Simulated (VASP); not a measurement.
# Al5Cu (P-3m1) in VASP: a series of runs

Al5Cu is run at these levels: PBE; tasks: single point, relaxation of cell and atoms.

All numbers are computed with VASP 6.6.1; they aren't measurements. Logs are shortened: lines on timing, memory, paths and dates and some standing lists are left out, and cuts for length are marked.

## Step 1: The cell of the first run

The structure is trigonal, space group P-3m1 (No. 164). Conventional cell: a = 4.472 Å, b = 4.472 Å, c = 5.512 Å, α = 90.00°, β = 90.00°, γ = 120.00°. Al (site symmetry 3m) has 3 Cu at 2.69 Å and 11 Al at 2.73 to 3.28 Å within 3.5 Å. Within 3.6 Å of Al (site symmetry 3m) lie 11 Al at 2.69 to 3.00 Å and 3 Cu at 3.26 Å. Al (site symmetry -3m) has 12 Al at 2.69 to 3.28 Å and 2 Cu at 2.76 Å within 3.6 Å. Within 3.5 Å of Cu (site symmetry -3m) lie 14 Al at 2.69 to 3.26 Å.

## Step 2: Single point, PBE

INCAR

```
PREC = Accurate
ENCUT = 520
EDIFF = 1E-6
ISMEAR = 0
SIGMA = 0.1
LREAL = False
LASPH = True
NELM = 80
ALGO = Fast
ISIF = 2
LWAVE = False
LCHARG = False
GGA = PE
NBANDS = 22
```

KPOINTS

```
Automatic mesh
0
Gamma
  12 12 8
```

POSCAR

```
Al5Cu
1.0
    4.4716586836      0.0000000000      0.0000000000
   -2.2358293418      3.8725700171      0.0000000000
    0.0000000000      0.0000000000      5.5120916489
Al Cu
5 1
Direct
    0.3333333333      0.6666666667      0.1341590443
    0.6666666667      0.3333333333      0.3607475396
    0.0000000000      0.0000000000      0.5000000000
    0.3333333333      0.6666666667      0.6392524604
    0.6666666667      0.3333333333      0.8658409557
    0.0000000000      0.0000000000      0.0000000000
```

Potentials or basis: VASP PAW PBE potentials, release 64 (Al, Cu).

On the command line:

```sh
cat potpaw_PBE.64/Al/POTCAR potpaw_PBE.64/Cu/POTCAR > POTCAR
mpirun -np 1 vasp_std > vasp.out
```

OUTCAR:

```text
PREC = Accurate
   ENCUT = 520
   EDIFF = 1E-6
   ISMEAR = 0
   LREAL = False
   LASPH = True
   NELM = 80
   ISIF = 2
   GGA = PE

 ion  position               nearest neighbor table
   1  0.333  0.667  0.134-   6 2.69   6 2.69   6 2.69   4 2.73   4 2.78   2 2.87   2 2.87   2 2.87
                             5 2.98   5 2.98   5 2.98   3 3.28   3 3.28   3 3.28
   2  0.667  0.333  0.361-   3 2.69   3 2.69   3 2.69   5 2.73   5 2.78   1 2.87   1 2.87   1 2.87
                             4 3.00   4 3.00   4 3.00
   3  0.000  0.000  0.500-   2 2.69   4 2.69   2 2.69   4 2.69   2 2.69   4 2.69   6 2.76   6 2.76
                             1 3.28   5 3.28   1 3.28   5 3.28   1 3.28   5 3.28
   4  0.333  0.667  0.639-   3 2.69   3 2.69   3 2.69   1 2.73   1 2.78   5 2.87   5 2.87   5 2.87
                             2 3.00   2 3.00   2 3.00
   5  0.667  0.333  0.866-   6 2.69   6 2.69   6 2.69   2 2.73   2 2.78   4 2.87   4 2.87   4 2.87
                             1 2.98   1 2.98   1 2.98   3 3.28   3 3.28   3 3.28
   6  0.000  0.000  0.000-   1 2.69   5 2.69   5 2.69   1 2.69   5 2.69   1 2.69   3 2.76   3 2.76

  LATTYP: Found a hexagonal cell.
 ALAT       =     4.4716586836
 C/A-ratio  =     1.2326727147

  Lattice vectors:

 A1 = (   4.4716586836,   0.0000000000,   0.0000000000)
 A2 = (  -2.2358293418,   3.8725700171,   0.0000000000)
 A3 = (   0.0000000000,   0.0000000000,   5.5120916489)

Analysis of symmetry for initial positions (statically):
=====================================================================
 Subroutine PRICEL returns:
 Original cell was already a primitive cell.

 Routine SETGRP: Setting up the symmetry group for a
 hexagonal supercell.

 Subroutine GETGRP returns: Found 12 space group operations
 (whereof 12 operations were pure point group operations)
 out of a pool of 24 trial point group operations.

The static configuration has the point symmetry D_3d.

Analysis of symmetry for dynamics (positions and initial velocities):
=====================================================================
 Subroutine PRICEL returns:
 Original cell was already a primitive cell.

 Routine SETGRP: Setting up the symmetry group for a
 hexagonal supercell.

 Subroutine GETGRP returns: Found 12 space group operations
 (whereof 12 operations were pure point group operations)
 out of a pool of 24 trial point group operations.

The dynamic configuration has the point symmetry D_3d.

 Subroutine INISYM returns: Found 12 space group operations
 (whereof 12 operations are pure point group operations),
 and found     1 'primitive' translations

----------------------------------------------------------------------------------------

                                     Primitive cell

  volume of cell :      95.4519

  direct lattice vectors                    reciprocal lattice vectors
     4.471658684  0.000000000  0.000000000     0.223630664  0.129113224  0.000000000
    -2.235829342  3.872570017  0.000000000     0.000000000  0.258226448  0.000000000
     0.000000000  0.000000000  5.512091649     0.000000000  0.000000000  0.181419335

  length of vectors
     4.471658684  4.471658684  5.512091649     0.258226448  0.258226448  0.181419335

  position of ions in fractional coordinates (direct lattice)
     0.333333333  0.666666667  0.134159044
     0.666666667  0.333333333  0.360747540
     0.000000000  0.000000000  0.500000000
     0.333333333  0.666666667  0.639252460
     0.666666667  0.333333333  0.865840956
     0.000000000  0.000000000  0.000000000

  ion indices of the primitive-cell ions
   primitive index   ion index
                 1           1
                 2           2
                 3           3
                 4           4
                 5           5
                 6           6

----------------------------------------------------------------------------------------

 KPOINTS: Automatic mesh

Automatic generation of k-mesh.
 Grid dimensions read from file:
 generate k-points for:   12   12    8

 Generating k-lattice:

  Cartesian coordinates                     Fractional coordinates (reciprocal lattice)
     0.018635889  0.010759435  0.000000000     0.083333333  0.000000000  0.000000000
     0.000000000  0.021518871  0.000000000     0.000000000  0.083333333  0.000000000
     0.000000000  0.000000000  0.022677417     0.000000000  0.000000000  0.125000000

  Length of vectors
     0.021518871  0.021518871  0.022677417

  Shift w.r.t. Gamma in fractional coordinates (k-lattice)
     0.000000000  0.000000000  0.000000000

 Subroutine IBZKPT returns following result:
 ===========================================

 Found    131 irreducible k-points:

 Following reciprocal coordinates:
            Coordinates               Weight
  0.000000  0.000000  0.000000      1.000000
  0.083333  0.000000  0.000000      6.000000
  0.166667  0.000000  0.000000      6.000000
  0.250000 -0.000000  0.000000      6.000000
  0.333333  0.000000  0.000000      6.000000
  0.416667  0.000000  0.000000      6.000000
[... 16 lines left out ...]
  0.166667  0.000000  0.125000      6.000000
  0.000000  0.166667  0.125000      6.000000
 [... further k-points ...]
   k-points           NKPTS =    131   k-points in BZ     NKDIM =    131   number of bands    NBANDS=     22
   number of dos      NEDOS =    301   number of ions     NIONS =      6
   total plane-waves  NPLWV =  54432
   dimension x,y,z NGX =    36 NGY =   36 NGZ =   42
   dimension x,y,z NGXF=    72 NGYF=   72 NGZF=   84
   ions per type =               5   1
   NGX,Y,Z   is equivalent  to a cutoff of  13.38, 13.38, 12.67 a.u.
   NGXF,Y,Z  is equivalent  to a cutoff of  26.77, 26.77, 25.33 a.u.
 SYSTEM =  unknown system
   PREC   = accura    normal or accurate (medium, high low for compatibility)
   ISTART =      0    job   : 0-new  1-cont  2-samecut
   ICHARG =      2    charge: 1-file 2-atom 10-const
   ISPIN  =      1    spin polarized calculation?
   LNONCOLLINEAR =      F non collinear calculations
   LSORBIT =      F    spin-orbit coupling
   LASPH  =      T    aspherical Exc in radial PAW
   ENCUT  =  520.0 eV  38.22 Ry    6.18 a.u.   8.31  8.31 10.25*2*pi/ulx,y,z
   NELM   =     80;   NELMIN=  2; NELMDL= -5     # of ELM steps
   EDIFF  = 0.1E-05   stopping-criterion for ELM
   LREAL  =      F    real-space projection
   EDIFFG = 0.1E-04   stopping-criterion for IOM
   NSW    =      0    number of steps for IOM
   IBRION =     -1    ionic relax: 0-MD 1-quasi-New 2-CG
   NFREE  =      0    steps in history (QN), initial steepest desc. (CG)
   ISIF   =      2    stress and relaxation
   ISYM   =      2    0-nonsym 1-usesym 2-fastsym
   POTIM  = 0.5000    time-step for ionic-motion
   TEBEG  =    0.0;   TEEND  =   0.0 temperature during run
   PSTRESS=    0.0 pullay stress
   NELECT =      26.0000    total number of electrons
   NUPDOWN=      -1.0000    fix difference up-down
   EMIN   =  10.00;   EMAX   =-10.00  energy-range for DOS
   EFERMI =   0.00;   METHOD = LEGACY
   ISMEAR =     0;   SIGMA  =   0.10  broadening in eV -4-tet -1-fermi 0-gaus
   EFERMI_NEDOS =   21; number of points for ismear=-14 and -15
   IALGO  =     68    algorithm
   IMIX   =      4    mixing-type and parameters
     AMIX     =   0.40;   BMIX     =  1.00
     AMIX_MAG =   1.60;   BMIX_MAG =  1.00
  volume/ion in A,a.u.               =      15.91       107.36
  Fermi-wavevector in a.u.,A,eV,Ry     =   1.061218  2.005411 15.322651  1.126183
  Thomas-Fermi vector in A             =   2.196626
   LORBIT       =      0    0 simple, 1 ext, 2 COOP (PROOUT), +10 PAW based schemes
   GGA     = PE    functional components
   LHFCALC =     F    Hartree Fock is set to
   AEXX    =    0.0000 exact exchange contribution
   IVDW    =     0    specifies the selected vdW correction
   LEPSILON=     F    determine dielectric tensor
   LRPA    =     F    only Hartree local field effects (RPA)
 non-spin polarized calculation
 RMM-DIIS sequential band-by-band and
 Gauss-broadening in eV      SIGMA  =   0.10
  energy-cutoff  :      520.00
  volume of cell :       95.45
 maximum number of plane-waves:      2590
 NGX is ok and might be reduce to    36
   NGX = 17   NGY = 17   NGZ = 21

 number of electron      25.9999998 magnetization

 Free energy of the ion-electron system (eV)
  ---------------------------------------------------
  ext. energy  EPLUGINS =         0.00000000
  ---------------------------------------------------
  free energy    TOTEN  =       -22.00502575 eV

  energy without entropy =      -21.99377192  energy(sigma->0) =      -21.99939883

 E-fermi :   7.8556     XC(G=0): -10.4681

 val. band max:        7.8535801720   @ k =  -0.1667   0.4167   0.3750
 cond. band min:       7.8793079883   @ k =   0.1667   0.1667   0.1250
 fundamental gap:      0.0257278163
 Fermi energy:         7.8556195629

 k-point     1 :       0.0000    0.0000    0.0000
  band No.  band energies     occupation
      1      -3.0690      2.00000
      2       1.4167      2.00000
      3       1.9492      2.00000
      4       3.9287      2.00000
      5       3.9287      2.00000
      6       4.5151      2.00000
[... 14 lines left out ...]
     21      11.0601      0.00000
     22      11.5112      0.00000

 k-point     2 :       0.0833    0.0000    0.0000
  band No.  band energies     occupation
      1      -3.0003      2.00000
      2       1.4807      2.00000
      3       2.0066      2.00000
      4       3.7870      2.00000
      5       3.9345      2.00000
      6       4.5086      2.00000
[... 14 lines left out ...]
     21      11.8682      0.00000
     22      12.4317      0.00000

 k-point     3 :       0.1667    0.0000    0.0000
  band No.  band energies     occupation
      1      -2.7945      2.00000
      2       1.6693      2.00000
      3       2.1764      2.00000
      4       3.2239      2.00000
      5       3.9486      2.00000
      6       4.3310      2.00000
[... 14 lines left out ...]
     21      12.8549      0.00000
     22      13.4589      0.00000

 k-point     4 :       0.2500   -0.0000    0.0000
  band No.  band energies     occupation
      1      -2.4528      2.00000
      2       1.9366      2.00000
      3       2.2985      2.00000
      4       2.4497      2.00000
      5       3.9610      2.00000
      6       4.0108      2.00000
[... 14 lines left out ...]
     21      13.9507      0.00000
     22      14.4681      0.00000

 k-point     5 :       0.3333    0.0000    0.0000
  band No.  band energies     occupation
      1      -1.9777      2.00000
      2       1.1930      2.00000
      3       2.4227      2.00000
      4       2.8014      2.00000
      5       3.7967      2.00000
      6       3.9578      2.00000
[... 14 lines left out ...]
     21      15.1007      0.00000
     22      15.5465      0.00000

 k-point     6 :       0.4167    0.0000    0.0000
  band No.  band energies     occupation
      1      -1.3750      2.00000
      2       0.2417      2.00000
      3       2.8579      2.00000
      4       3.1658      2.00000
      5       3.6945      2.00000
      6       3.9365      2.00000
[... 14 lines left out ...]
     21      15.3309      0.00000
     22      15.8110      0.00000

 k-point     7 :       0.5000   -0.0000    0.0000
  band No.  band energies     occupation
      1      -0.7672      2.00000
      2      -0.4858      2.00000
      3       3.0783      2.00000
      4       3.3581      2.00000
      5       3.7105      2.00000
      6       3.9231      2.00000
[... 324 lines left out ...]
      6       4.4967      2.00000
[... 14 lines left out ...]
     21      12.0280      0.00000
     22      12.0280      0.00000

 k-point    21 :       0.0833    0.0000    0.1250
  band No.  band energies     occupation
      1      -2.9256      2.00000
      2       0.6642      2.00000
      3       2.8557      2.00000
      4       3.8026      2.00000
      5       3.9530      2.00000
      6       4.4790      2.00000
[... 14 lines left out ...]
     21      12.0178      0.00000
     22      12.0382      0.00000

 k-point    22 :       0.0000    0.0833    0.1250
  band No.  band energies     occupation
      1      -2.9256      2.00000
      2       0.6642      2.00000
      3       2.8561      2.00000
      4       3.8140      2.00000
      5       3.9421      2.00000
      6       4.4785      2.00000
[... 14 lines left out ...]
     21      11.6401      0.00000
     22      12.2639      0.00000

 k-point    23 :       0.1667    0.0000    0.1250
  band No.  band energies     occupation
      1      -2.7200      2.00000
      2       0.8580      2.00000
      3       2.9752      2.00000
      4       3.2828      2.00000
      5       3.9778      2.00000
      6       4.4394      2.00000
[... 14 lines left out ...]
     21      12.3761      0.00000
     22      13.2321      0.00000

 k-point    24 :       0.0000    0.1667    0.1250
  band No.  band energies     occupation
      1      -2.7200      2.00000
      2       0.8580      2.00000
      3       2.9770      2.00000
      4       3.3027      2.00000
      5       3.9521      2.00000
      6       4.3343      2.00000
[... 14 lines left out ...]
     21      12.0487      0.00000
     22      12.5947      0.00000

 [... further k-points ...]

------------------------ aborting loop because EDIFF is reached ----------------------------------------

  FORCE on cell =-STRESS in cart. coord.  units (eV):
  Direction    XX          YY          ZZ          XY          YZ          ZX
  --------------------------------------------------------------------------------------
  -------------------------------------------------------------------------------------
  Total        0.0878253      0.0878253      0.0517641      0.0000000     -0.0000000      0.0000000
  in kB        1.4741640      1.4741640      0.8688702      0.0000000     -0.0000000      0.0000000
  external PRESSURE =       1.2723994 kB  Pullay stress =       0.0000000 kB

 VOLUME and BASIS-vectors are now :
 -----------------------------------------------------------------------------
  energy-cutoff  :      520.00
  volume of cell :       95.45
      direct lattice vectors                 reciprocal lattice vectors
     4.471658684  0.000000000  0.000000000     0.223630664  0.129113224  0.000000000
    -2.235829342  3.872570017  0.000000000     0.000000000  0.258226448  0.000000000
     0.000000000  0.000000000  5.512091649     0.000000000  0.000000000  0.181419335

 POSITION                                       TOTAL-FORCE (eV/Angst)
 -----------------------------------------------------------------------------------
     -0.00000      2.58171      0.73950        -0.000000      0.000000      0.004596
      2.23583      1.29086      1.98847         0.000000     -0.000000     -0.003777
      0.00000      0.00000      2.75605        -0.000000      0.000000      0.000000
     -0.00000      2.58171      3.52362         0.000000      0.000000      0.003777
      2.23583      1.29086      4.77259        -0.000000     -0.000000     -0.004596
      0.00000      0.00000      0.00000        -0.000000      0.000000      0.000000
 -----------------------------------------------------------------------------------
    total drift:                                0.000000      0.000000      0.000000

  FREE ENERGIE OF THE ION-ELECTRON SYSTEM (eV)
  ---------------------------------------------------
  free  energy   TOTEN  =       -22.0050257450 eV

  energy  without entropy=      -21.9937719157  energy(sigma->0) =      -21.99939883
```

Run time: 2.3 min. Hardware: 1 thread of Intel Xeon 6975P-C (Granite Rapids), shared host; peak memory 0.39 GiB.

Results:

| Item | Value |
| --- | --- |
| Free energy | -22.0050 eV |
| Pressure | 0.1 GPa |
| Largest force | 0.005 eV/Å |
| Band gap on the k mesh | zero (bands 13 and 14 overlap by 3.88 eV) |

Forces on the atoms (eV/Å):
```
Al   0.000  0.000  0.005
Al   0.000  0.000 -0.004
Al   0.000  0.000  0.000
Al   0.000  0.000  0.004
Al   0.000  0.000 -0.005
Cu   0.000  0.000  0.000
```

## Step 3: Relaxation of cell and atoms, PBE

This run uses another cell than the first one, of 15.96 Å³/atom.

INCAR

```
ALGO = Fast ; EDIFF = 1E-6
EDIFFG = -0.01 ; ENCUT = 600
GGA = PE ; IBRION = 2
ISIF = 3 ; ISMEAR = 0
LASPH = True ; LCHARG = False
LREAL = False ; LWAVE = False
NELM = 80 ; NSW = 100
PREC = Accurate ; SIGMA = 0.1
```

KPOINTS

```
k-points
0
Gamma
  12 12 8
```

POSCAR

```
Al5Cu
1.0
    4.5352784424      0.0000000000      0.0000000000
   -2.2676392212      3.9276663444      0.0000000000
    0.0000000000      0.0000000000      5.3750974730
Al Cu
5 1
Direct
    0.3333333333      0.6666666667      0.1392113964
    0.6666666667      0.3333333333      0.3600671503
    0.0000000000      0.0000000000      0.5000000000
    0.3333333333      0.6666666667      0.6399328497
    0.6666666667      0.3333333333      0.8607886036
    0.0000000000      0.0000000000      0.0000000000
```

Potentials or basis: VASP PAW PBE potentials, release 64 (Al, Cu).

On the command line:

```sh
cat potpaw_PBE.64/Al/POTCAR potpaw_PBE.64/Cu/POTCAR > POTCAR
mpirun -np 1 vasp_std > vasp.out
```

Run time: 11 min. Hardware: 1 thread of Intel Xeon 6975P-C (Granite Rapids), shared host; peak memory 0.44 GiB.

It converged, with:

```
Free energy                           : -22.0054 eV
Relaxed volume                        : 15.94 Å³/atom
Relaxed cell                          : a = 4.475 Å, b = 4.475 Å, c = 5.514 Å, α = 90.00°, β = 90.00°, γ = 120.00°
Space group after relaxing (to 0.1 Å) : P-3m1 (No. 164)
Energy gained by relaxing             : 9.7 meV/atom
Ionic steps                           : 13
Pressure after relaxing               : 0.0 GPa
Band gap on the k mesh                : zero (bands 13 and 14 overlap by 3.88 eV)
```

The path:
```tsv
step	energy change (eV)	largest force (eV/Å)	pressure (GPa)	volume (Å³)
1	0.0000	0.1024	0.06	95.75
2	-0.0476	0.0660	-0.14	95.82
3	-0.0567	0.0327	-0.36	95.89
4	-0.0570	0.0353	-0.31	95.88
5	-0.0575	0.0226	0.08	95.35
6	-0.0575	0.0243	0.08	95.41
7	-0.0575	0.0254	0.03	95.46
8	-0.0575	0.0250	0.04	95.45
9	-0.0577	0.0193	0.04	95.46
10	-0.0579	0.0177	0.05	95.49
11	-0.0579	0.0174	0.03	95.50
12	-0.0580	0.0095	0.03	95.55
13	-0.0580	0.0008	-0.04	95.63
```

Final structure:
```
Al Cu
1.0
     4.47521    0.00000    0.00000
    -2.23760    3.87564    0.00000
     0.00000    0.00000    5.51367
Al Cu
5 1
Direct
  0.33333 0.66667 0.13450
  0.66667 0.33333 0.36046
  0.00000 0.00000 0.50000
  0.33333 0.66667 0.63954
  0.66667 0.33333 0.86550
  0.00000 0.00000 0.00000
```

Levels at points of the mesh, in eV from the Fermi level:
| k point | band 10 | band 11 | band 12 | band 13 | band 14 | band 15 | band 16 | band 17 |
| --- | --- | --- | --- | --- | --- | --- | --- | --- |
| (0.00, 0.00, 0.00) | -1.44 | -1.14 | -1.14 | -0.96 | 0.47 | 2.64 | 2.64 | 2.64 |
| (0.50, 0.00, 0.00) | -3.31 | -2.93 | -2.11 | -1.97 | 0.43 | 1.40 | 1.53 | 2.00 |
| (0.00, 0.00, 0.50) | -0.61 | -0.40 | -0.40 | -0.25 | 0.45 | 0.45 | 0.51 | 0.51 |
| (0.50, 0.00, 0.50) | -2.41 | -2.40 | -2.30 | -0.86 | 1.92 | 2.30 | 2.41 | 2.84 |
